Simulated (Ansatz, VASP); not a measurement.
## In in VASP and in Ansatz

The input INCAR:

```
  ALGO = Fast
  EDIFF = 1E-6
  ENCUT = 520
  GGA = CA
  ISIF = 2
  ISMEAR = -1
  LASPH = True
  LCHARG = False
  LREAL = False
  LWAVE = False
  NBANDS = 26
  NELM = 80
  PREC = Accurate
  SIGMA = 0.05
```

Contents of KPOINTS:

```
k-points
0
Gamma
  9 9 9
```

POSCAR

```
In
1.0
    1.7023831070      0.9828713451      8.3684347693
   -1.7023831070      0.9828713451      8.3684347693
    0.0000000000     -1.9657426901      8.3684347693
In
3
Direct
    0.2219877600      0.2219877600      0.2219877600
    0.7780122400      0.7780122400      0.7780122400
    0.0000000000      0.0000000000      0.0000000000
```

input.yaml

```yaml
crystal:
  lattice:
    - [1.702383107, 0.9828713451, 8.3684347693]
    - [-1.702383107, 0.9828713451, 8.3684347693]
    - [0.0, -1.9657426901, 8.3684347693]
  atoms:
    - { symbol: In, position: [0.22198776, 0.22198776, 0.22198776] }
    - { symbol: In, position: [0.77801224, 0.77801224, 0.77801224] }
    - { symbol: In, position: [0.0, 0.0, 0.0] }
kpoints:
  mp_grid: { grid: [9, 9, 9] }
scf:
  occupations: { method: fermi_dirac, width: 0.05 }
hamiltonian:
  xc: lda
  pseudopotentials: { kind: all_electron, lapw: { basis_error: 0.002 } }
output:
  forces: true
  stress: true
  eigenvalues: true
```

Change from the starting cell: volume scaled by 1.06.

Alike in both runs: task single point; functional LDA; k mesh 9 × 9 × 9; occupations fermi-dirac, width 0.05 eV; no spin polarisation.

|  | VASP | Ansatz |
| --- | --- | --- |
| version | VASP 6.6.1 | Ansatz 0.2.0 |
| potentials or method | VASP PAW LDA potentials, release 64 (In_d), cutoff 520 eV | all-electron LAPW, scalar-relativistic |

VASP gave:

```
gap on the k mesh at the Fermi level (eV)                     : none
pressure (GPa)                                                : -4.4
traceless stress, the component that is largest in VASP (GPa) : -0.30
rms of the force components (eV/Å)                            : 0.022
```

Task: Which values does Ansatz return?

Result: gap on the k mesh at the Fermi level (eV): none; pressure (GPa): -4.4; traceless stress, the component that is largest in VASP (GPa): -0.30; rms of the force components (eV/Å): 0.023.

LDA's correlation is that of Perdew and Zunger in VASP and of Perdew and Wang (1992) in Ansatz. Atom by atom the forces differ by 0.001 eV/Å (rms over components). A gap of «none» marks a metal or a gap that the smearing closes. Ansatz ran all-electron here, and VASP with PAW potentials.
